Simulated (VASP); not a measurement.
Write the native input for VASP 6.6.1 that does the following.

```
Task                   : single point
Functional             : LDA
Potentials or basis    : VASP PAW LDA potentials, release 64 (Zr_sv, B)
Cutoff                 : 520 eV
k mesh                 : 18 × 18 × 18
Occupations            : gaussian, width 0.15 eV
Spin                   : no spin polarisation
Dipole correction      : no
Further INCAR settings : ALGO = Normal; EDIFF = 1e-07; NBANDS = 14
```

The structure of ZrB lies in POSCAR:

```
ZrB
1.0
    0.0000000000      2.5804759994      2.2855275927
    2.5804759994      0.0000000000      2.2855275927
    2.5804759994      2.5804759994      0.0000000000
Zr B
1 1
Direct
    0.0000000000      0.0000000000      0.0000000000
    0.5000000000      0.5000000000      0.5000000000
```

This cell differs from its parent crystal: volume 15.219 Å^3 an atom, c/a of the conventional cell 0.8857.

The input as run:

INCAR

```
SYSTEM = ZrB
PREC = Accurate ; ENCUT = 520
EDIFF = 1E-7 ; ISMEAR = 0
SIGMA = 0.15 ; LREAL = .FALSE.
LASPH = .TRUE. ; NELM = 60
ALGO = Normal ; ISIF = 2
LWAVE = .FALSE. ; LCHARG = .FALSE.
NBANDS = 14
```

KPOINTS

```
Automatic mesh
0
G
  18 18 18
  0 0 0
```

Potentials or basis: VASP PAW LDA potentials, release 64 (Zr_sv, B).

Run with:

```sh
$ cat potpaw_LDA.64/Zr_sv/POTCAR potpaw_LDA.64/B/POTCAR > POTCAR
$ mpirun -np 1 vasp_std > vasp.out
```

Results of the run:

| Item | Value |
| --- | --- |
| Pressure | -8.2 GPa |

Run time: 120 s on 1 thread of AMD EPYC 9R45 (Zen 5) (shared host), peak memory 0.28 GiB.
